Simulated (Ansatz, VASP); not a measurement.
**NaCl: VASP beside Ansatz**

```
CELL_PARAMETERS angstrom
0.00000 2.60521 2.60521
2.60521 0.00000 2.60521
2.60521 2.60521 0.00000
ATOMIC_POSITIONS crystal
Na 0.00000 0.00000 0.00000
Cl 0.50000 0.50000 0.50000
```

Change from the starting cell: strain -0.080 along x and y, -0.080 along z, atoms carried along.

Alike in both runs: task single point; functional PBE; k mesh 8 × 8 × 8; occupations gaussian, width 0.05 eV; no spin polarisation.

|  | VASP | Ansatz |
| --- | --- | --- |
| version | VASP 6.6.1 | Ansatz 0.2.0 |
| potentials or method | VASP PAW PBE potentials, release 64 (Na_pv, Cl), cutoff 520 eV | scalar-relativistic, plane waves, PAW |
| valence electrons in the cell | 14 | 16 |

```tsv
	VASP	Ansatz	Ansatz less VASP
gap on the k mesh at the Fermi level (eV)	6.20	6.20	+0.001
least direct gap on the mesh (eV)	6.20	6.20	+0.001
pressure (GPa)	11.8	11.7	-0.02
```

With one functional, cell and mesh, what is left measures potentials, basis and numerics. VASP's potentials hold 14 valence electrons a cell and Ansatz's 16, so a difference there can come from the potentials and not from the codes.
